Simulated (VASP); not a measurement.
# Cd (Fm-3m) in VASP: notebook

Cd is run at these levels: LDA; tasks: single point, relaxation of cell and atoms.

Program: VASP 6.6.1. These are calculated values, not measurements. Logs are shortened: lines on timing, memory, paths and dates and some standing lists are left out, and cuts for length are marked.

## 1. The cell of the first run

The structure is cubic, space group Fm-3m (No. 225). Conventional cell: a = 4.184 Å, b = 4.184 Å, c = 4.184 Å, α = 90.00°, β = 90.00°, γ = 90.00°. Within 3.9 Å of Cd (site symmetry m-3m) lie 12 Cd at 2.96 Å.

This isn't the form of Cd at room conditions, which is hcp.

## 2. Single point, LDA

The input, INCAR:

```
PREC = Accurate ; ENCUT = 630
EDIFF = 1E-6 ; ISMEAR = -1
SIGMA = 0.08 ; LREAL = F
LASPH = T ; NELM = 120
ALGO = Normal ; ISIF = 2
LWAVE = F ; LCHARG = F
NBANDS = 16 ; GGA_COMPAT = F
```

The input, KPOINTS:

```
Automatic mesh
0
Gamma
  16 16 16
```

The input, POSCAR:

```
Cd
1.0
    0.0000000000      2.0918989404      2.0918989404
    2.0918989404      0.0000000000      2.0918989404
    2.0918989404      2.0918989404      0.0000000000
Cd
1
Direct
    0.0000000000      0.0000000000      0.0000000000
```

Potentials or basis: VASP PAW LDA potentials, release 64 (Cd_sv_GW).

Launch:

```
cat potpaw_LDA.64/Cd_sv_GW/POTCAR > POTCAR
mpirun -np 1 vasp_std > vasp.out
```

OUTCAR:

```text
PREC = Accurate
   ENCUT = 630
   EDIFF = 1E-6
   ISMEAR = -1
   LREAL = F
   LASPH = T
   NELM = 120
   ISIF = 2

 ion  position               nearest neighbor table
   1  0.000  0.000  0.000-

  LATTYP: Found a face centered cubic cell.
 ALAT       =     4.1837978808

  Lattice vectors:

 A1 = (   0.0000000000,   2.0918989404,   2.0918989404)
 A2 = (   2.0918989404,   0.0000000000,   2.0918989404)
 A3 = (   2.0918989404,   2.0918989404,   0.0000000000)

Analysis of symmetry for initial positions (statically):
=====================================================================
 Subroutine PRICEL returns:
 Original cell was already a primitive cell.

 Routine SETGRP: Setting up the symmetry group for a
 face centered cubic supercell.

 Subroutine GETGRP returns: Found 48 space group operations
 (whereof 48 operations were pure point group operations)
 out of a pool of 48 trial point group operations.

The static configuration has the point symmetry O_h .

Analysis of symmetry for dynamics (positions and initial velocities):
=====================================================================
 Subroutine PRICEL returns:
 Original cell was already a primitive cell.

 Routine SETGRP: Setting up the symmetry group for a
 face centered cubic supercell.

 Subroutine GETGRP returns: Found 48 space group operations
 (whereof 48 operations were pure point group operations)
 out of a pool of 48 trial point group operations.

The dynamic configuration has the point symmetry O_h .

 Subroutine INISYM returns: Found 48 space group operations
 (whereof 48 operations are pure point group operations),
 and found     1 'primitive' translations

----------------------------------------------------------------------------------------

                                     Primitive cell

  volume of cell :      18.3085

  direct lattice vectors                    reciprocal lattice vectors
     0.000000000  2.091898940  2.091898940    -0.239017283  0.239017283  0.239017283
     2.091898940  0.000000000  2.091898940     0.239017283 -0.239017283  0.239017283
     2.091898940  2.091898940  0.000000000     0.239017283  0.239017283 -0.239017283

  length of vectors
     2.958391853  2.958391853  2.958391853     0.413990077  0.413990077  0.413990077

  position of ions in fractional coordinates (direct lattice)
     0.000000000  0.000000000  0.000000000

  ion indices of the primitive-cell ions
   primitive index   ion index
                 1           1

----------------------------------------------------------------------------------------

 KPOINTS: Automatic mesh

Automatic generation of k-mesh.
 Grid dimensions read from file:
 generate k-points for:   16   16   16

 Generating k-lattice:

  Cartesian coordinates                     Fractional coordinates (reciprocal lattice)
    -0.014938580  0.014938580  0.014938580     0.062500000  0.000000000  0.000000000
     0.014938580 -0.014938580  0.014938580     0.000000000  0.062500000  0.000000000
     0.014938580  0.014938580 -0.014938580     0.000000000  0.000000000  0.062500000

  Length of vectors
     0.025874380  0.025874380  0.025874380

  Shift w.r.t. Gamma in fractional coordinates (k-lattice)
     0.000000000  0.000000000  0.000000000

 Subroutine IBZKPT returns following result:
 ===========================================

 Found    145 irreducible k-points:

 Following reciprocal coordinates:
            Coordinates               Weight
  0.000000  0.000000  0.000000      1.000000
  0.062500  0.000000  0.000000      8.000000
  0.125000  0.000000  0.000000      8.000000
  0.187500  0.000000  0.000000      8.000000
  0.250000  0.000000  0.000000      8.000000
  0.312500  0.000000  0.000000      8.000000
[... 16 lines left out ...]
 -0.125000  0.062500  0.000000     24.000000
 -0.062500  0.062500  0.000000     12.000000
 [... further k-points ...]
   k-points           NKPTS =    145   k-points in BZ     NKDIM =    145   number of bands    NBANDS=     16
   number of dos      NEDOS =    301   number of ions     NIONS =      1
   total plane-waves  NPLWV =  13824
   dimension x,y,z NGX =    24 NGY =   24 NGZ =   24
   dimension x,y,z NGXF=    48 NGYF=   48 NGZF=   48
   ions per type =               1
   NGX,Y,Z   is equivalent  to a cutoff of  13.49, 13.49, 13.49 a.u.
   NGXF,Y,Z  is equivalent  to a cutoff of  26.97, 26.97, 26.97 a.u.
 SYSTEM =  unknown system
   PREC   = accura    normal or accurate (medium, high low for compatibility)
   ISTART =      0    job   : 0-new  1-cont  2-samecut
   ICHARG =      2    charge: 1-file 2-atom 10-const
   ISPIN  =      1    spin polarized calculation?
   LNONCOLLINEAR =      F non collinear calculations
   LSORBIT =      F    spin-orbit coupling
   LASPH  =      T    aspherical Exc in radial PAW
   ENCUT  =  630.0 eV  46.30 Ry    6.80 a.u.   6.05  6.05  6.05*2*pi/ulx,y,z
   NELM   =    120;   NELMIN=  2; NELMDL= -5     # of ELM steps
   EDIFF  = 0.1E-05   stopping-criterion for ELM
   LREAL  =      F    real-space projection
   EDIFFG = 0.1E-04   stopping-criterion for IOM
   NSW    =      0    number of steps for IOM
   IBRION =     -1    ionic relax: 0-MD 1-quasi-New 2-CG
   NFREE  =      0    steps in history (QN), initial steepest desc. (CG)
   ISIF   =      2    stress and relaxation
   ISYM   =      2    0-nonsym 1-usesym 2-fastsym
   POTIM  = 0.5000    time-step for ionic-motion
   TEBEG  =    0.0;   TEEND  =   0.0 temperature during run
   PSTRESS=    0.0 pullay stress
   NELECT =      20.0000    total number of electrons
   NUPDOWN=      -1.0000    fix difference up-down
   EMIN   =  10.00;   EMAX   =-10.00  energy-range for DOS
   EFERMI =   0.00;   METHOD = LEGACY
   ISMEAR =    -1;   SIGMA  =   0.08  broadening in eV -4-tet -1-fermi 0-gaus
   EFERMI_NEDOS =   21; number of points for ismear=-14 and -15
   IALGO  =     38    algorithm
   IMIX   =      4    mixing-type and parameters
     AMIX     =   0.40;   BMIX     =  1.00
     AMIX_MAG =   1.60;   BMIX_MAG =  1.00
  volume/ion in A,a.u.               =      18.31       123.55
  Fermi-wavevector in a.u.,A,eV,Ry     =   1.686038  3.186151 38.677629  2.842726
  Thomas-Fermi vector in A             =   2.768775
   LORBIT       =      0    0 simple, 1 ext, 2 COOP (PROOUT), +10 PAW based schemes
   GGA     = CA    functional components
   LHFCALC =     F    Hartree Fock is set to
   AEXX    =    0.0000 exact exchange contribution
   IVDW    =     0    specifies the selected vdW correction
   LEPSILON=     F    determine dielectric tensor
   LRPA    =     F    only Hartree local field effects (RPA)
 non-spin polarized calculation
  energy-cutoff  :      630.00
  volume of cell :       18.31
 maximum number of plane-waves:       684
   NGX = 13   NGY = 13   NGZ = 13

 number of electron      19.9999989 magnetization

 Free energy of the ion-electron system (eV)
  ---------------------------------------------------
  ext. energy  EPLUGINS =         0.00000000
  ---------------------------------------------------
  free energy    TOTEN  =        -1.47655612 eV

  energy without entropy =       -1.46821325  energy(sigma->0) =       -1.47238469

 E-fermi :   8.1265     XC(G=0): -12.6428

 val. band max:        8.0493831227   @ k =  -0.3750   0.3125   0.0625
 cond. band min:       8.1299952184   @ k =  -0.3750   0.2500   0.0625
 fundamental gap:      0.0806120957
 Fermi energy:         8.1265117877

 k-point     1 :       0.0000    0.0000    0.0000
  band No.  band energies     occupation
      1     -94.6608      2.00000
      2     -55.9909      2.00000
      3     -55.9909      2.00000
      4     -55.9909      2.00000
      5      -2.1641      2.00000
      6      -1.5715      2.00000
[... 8 lines left out ...]
     15      28.5505      0.00000
     16      28.5505      0.00000

 k-point     2 :       0.0625    0.0000    0.0000
  band No.  band energies     occupation
      1     -94.6606      2.00000
      2     -55.9938      2.00000
      3     -55.9914      2.00000
      4     -55.9914      2.00000
      5      -2.0547      2.00000
      6      -1.5805      2.00000
[... 8 lines left out ...]
     15      28.4679      0.00000
     16      28.6015      0.00000

 k-point     3 :       0.1250    0.0000    0.0000
  band No.  band energies     occupation
      1     -94.6598      2.00000
      2     -56.0024      2.00000
      3     -55.9927      2.00000
      4     -55.9927      2.00000
      5      -1.8637      2.00000
      6      -1.4896      2.00000
[... 8 lines left out ...]
     15      27.7663      0.00000
     16      28.5770      0.00000

 k-point     4 :       0.1875    0.0000    0.0000
  band No.  band energies     occupation
      1     -94.6586      2.00000
      2     -56.0149      2.00000
      3     -55.9947      2.00000
      4     -55.9947      2.00000
      5      -1.9094      2.00000
      6      -1.4356      2.00000
[... 8 lines left out ...]
     15      27.2945      0.00000
     16      28.1336      0.00000

 k-point     5 :       0.2500    0.0000    0.0000
  band No.  band energies     occupation
      1     -94.6572      2.00000
      2     -56.0297      2.00000
      3     -55.9971      2.00000
      4     -55.9971      2.00000
      5      -2.0381      2.00000
      6      -1.4300      2.00000
[... 8 lines left out ...]
     15      27.3419      0.00000
     16      27.4694      0.00000

 k-point     6 :       0.3125    0.0000    0.0000
  band No.  band energies     occupation
      1     -94.6559      2.00000
      2     -56.0445      2.00000
      3     -55.9994      2.00000
      4     -55.9994      2.00000
      5      -2.1734      2.00000
      6      -1.4683      2.00000
[... 8 lines left out ...]
     15      26.9194      0.00000
     16      26.9195      0.00000
[... 267 lines left out ...]
 k-point    21 :      -0.2500    0.0625    0.0000
  band No.  band energies     occupation
      1     -94.6566      2.00000
      2     -56.0349      2.00000
      3     -56.0010      2.00000
      4     -55.9971      2.00000
      5      -2.0385      2.00000
      6      -1.4521      2.00000
[... 8 lines left out ...]
     15      26.3321      0.00000
     16      26.5162      0.00000

 k-point    22 :      -0.1875    0.0625    0.0000
  band No.  band energies     occupation
      1     -94.6580      2.00000
      2     -56.0204      2.00000
      3     -55.9984      2.00000
      4     -55.9947      2.00000
      5      -1.8988      2.00000
      6      -1.4533      2.00000
[... 8 lines left out ...]
     15      26.1213      0.00000
     16      27.1440      0.00000

 k-point    23 :      -0.1250    0.0625    0.0000
  band No.  band energies     occupation
      1     -94.6592      2.00000
      2     -56.0074      2.00000
      3     -55.9957      2.00000
      4     -55.9928      2.00000
      5      -1.7863      2.00000
      6      -1.5515      2.00000
[... 8 lines left out ...]
     15      26.6198      0.00000
     16      28.2420      0.00000

 k-point    24 :      -0.0625    0.0625    0.0000
  band No.  band energies     occupation
      1     -94.6601      2.00000
      2     -55.9981      2.00000
      3     -55.9932      2.00000
      4     -55.9916      2.00000
      5      -1.8925      2.00000
      6      -1.6166      2.00000
[... 8 lines left out ...]
     15      27.6130      0.00000
     16      28.5587      0.00000

 [... further k-points ...]

------------------------ aborting loop because EDIFF is reached ----------------------------------------

  FORCE on cell =-STRESS in cart. coord.  units (eV):
  Direction    XX          YY          ZZ          XY          YZ          ZX
  --------------------------------------------------------------------------------------
  -------------------------------------------------------------------------------------
  Total        0.8578820      0.8578820      0.8578820      0.0000000     -0.0000000      0.0000000
  in kB       75.0733946     75.0733946     75.0733946      0.0000000     -0.0000000      0.0000000
  external PRESSURE =      75.0733946 kB  Pullay stress =       0.0000000 kB

 VOLUME and BASIS-vectors are now :
 -----------------------------------------------------------------------------
  energy-cutoff  :      630.00
  volume of cell :       18.31
      direct lattice vectors                 reciprocal lattice vectors
     0.000000000  2.091898940  2.091898940    -0.239017283  0.239017283  0.239017283
     2.091898940  0.000000000  2.091898940     0.239017283 -0.239017283  0.239017283
     2.091898940  2.091898940  0.000000000     0.239017283  0.239017283 -0.239017283

 POSITION                                       TOTAL-FORCE (eV/Angst)
 -----------------------------------------------------------------------------------
      0.00000      0.00000      0.00000         0.000000      0.000000      0.000000
 -----------------------------------------------------------------------------------
    total drift:                               -0.000000      0.000000      0.000000

  FREE ENERGIE OF THE ION-ELECTRON SYSTEM (eV)
  ---------------------------------------------------
  free  energy   TOTEN  =        -1.4765561232 eV

  energy  without entropy=       -1.4682132484  energy(sigma->0) =       -1.47238469
```

Run time: 14 s. Hardware: 1 thread of Intel Xeon 6975P-C (Granite Rapids), shared host; peak memory 0.19 GiB.

Results:

```
Free energy            : -1.4766 eV
Pressure               : 7.5 GPa
Band gap on the k mesh : zero (bands 10 and 11 overlap by 3.21 eV)
```

Caveat: the cell stands under pressure.

## 3. Relaxation of cell and atoms, LDA

This run uses another cell than the first one, of 20.28 Å³/atom.

The input, INCAR:

```
SYSTEM = Cd
PREC = Accurate
ENCUT = 600
EDIFF = 1E-6
ISMEAR = -1
SIGMA = 0.08
LREAL = .FALSE.
LASPH = .TRUE.
NELM = 80
ALGO = Normal
ISIF = 3
LWAVE = .FALSE.
LCHARG = .FALSE.
IBRION = 2
NSW = 60
EDIFFG = -0.005
```

The input, KPOINTS:

```
regular mesh
0
G
  16 16 16
  0 0 0
```

The input, POSCAR:

```
Cd
1.0
    0.0000000000      2.1643354282      2.1643354282
    2.1643354282      0.0000000000      2.1643354282
    2.1643354282      2.1643354282      0.0000000000
Cd
1
Direct
    0.0000000000      0.0000000000      0.0000000000
```

Potentials or basis: VASP PAW LDA potentials, release 64 (Cd).

Launch:

```
cat potpaw_LDA.64/Cd/POTCAR > POTCAR
mpirun -np 1 vasp_std > vasp.out
```

Wall time 51 s (1 thread of Oxide Virtual Turin-like, shared host); peak memory 0.13 GiB.

The run converged. Its results:

```
Free energy                           : -1.5032 eV
Relaxed volume                        : 20.11 Å³/atom
Relaxed cell                          : a = 3.052 Å, b = 3.052 Å, c = 3.052 Å, α = 60.00°, β = 60.00°, γ = 60.00°
Space group after relaxing (to 0.1 Å) : Fm-3m (No. 225)
Energy gained by relaxing             : 0.3 meV/atom
Ionic steps                           : 3
Pressure after relaxing               : 0.0 GPa
Band gap on the k mesh                : zero (bands 6 and 7 overlap by 3.34 eV)
```

Step by step:
| step | energy change (eV) | largest force (eV/Å) | pressure (GPa) | volume (Å³) |
| --- | --- | --- | --- | --- |
| 1 | 0.0000 | 0.0000 | -0.55 | 20.28 |
| 2 | -0.0003 | 0.0000 | 0.13 | 20.07 |
| 3 | -0.0003 | 0.0000 | -0.01 | 20.11 |

Final structure:
```yaml
crystal:
  lattice:
    - [0.00000, 2.15835, 2.15835]
    - [2.15835, 0.00000, 2.15835]
    - [2.15835, 2.15835, 0.00000]
  atoms:
    - { symbol: Cd, position: [0.00000, 0.00000, 0.00000] }
```

Levels at points of the mesh, in eV from the Fermi level:
```
           k point  band 3  band 4  band 5  band 6  band 7  band 8  band 9  band 10
(0.00, 0.00, 0.00)   -9.33   -9.33   -8.78   -8.78   14.25   15.67   15.67    15.67
(0.50, 0.00, 0.00)   -9.33   -8.33   -8.33   -2.67   -1.23   13.16   13.16    13.34
(0.50, 0.50, 0.00)   -8.36   -8.22   -8.22   -1.05    1.65    6.99    6.99    11.74
```

The gap in the log of VASP goes by the Fermi energy; the results here count the filled bands.